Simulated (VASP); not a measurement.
Runs of VASP 6.6.1 on SbP2. The structure is that of space group C2/c (No. 15), or close to it. The cells are those of the table. 

```csv
task,cell,k mesh,cutoff (eV),gap on the mesh (eV),pressure (GPa),largest force (eV/Å)
relaxation of cell and atoms,"relaxed from a = 4.034, b = 4.034, c = 6.429 Å, angles 96.3, 96.3, 92.2°, 6 atoms",4 × 4 × 4,600,none,0.1,0.03
single point,"a = 4.780, b = 4.780, c = 6.557 Å, angles 100.1, 100.1, 89.2°, 6 atoms",4 × 4 × 4,520,none,-0.1,0.04
single point,"a = 4.721, b = 4.721, c = 6.676 Å, angles 99.0, 99.0, 90.3°, 6 atoms",8 × 8 × 6,520,none,-0.1,(a)
single point,"a = 4.034, b = 4.034, c = 6.429 Å, angles 96.3, 96.3, 92.2°, 6 atoms",4 × 4 × 4,520,none,34.3,1.59
```

Alike in all rows: level PBE; potentials or basis VASP PAW PBE potentials, release 64 (Sb, P); no spin polarisation; smearing gaussian 0.1 eV.

Task: Estimate the missing entries.

Result: (a) 0.05.

Caveats: some runs use coarse meshes; spin-orbit coupling is left out, which moves the levels of the heavy elements; forces of over 1 eV/Å act on the atoms, so gaps and moduli don't describe the material at rest (some runs).

A k mesh can miss the band edges, and the runs leave out spin-orbit coupling on Sb.

A gap of «none» marks levels without a gap at the run's occupations.
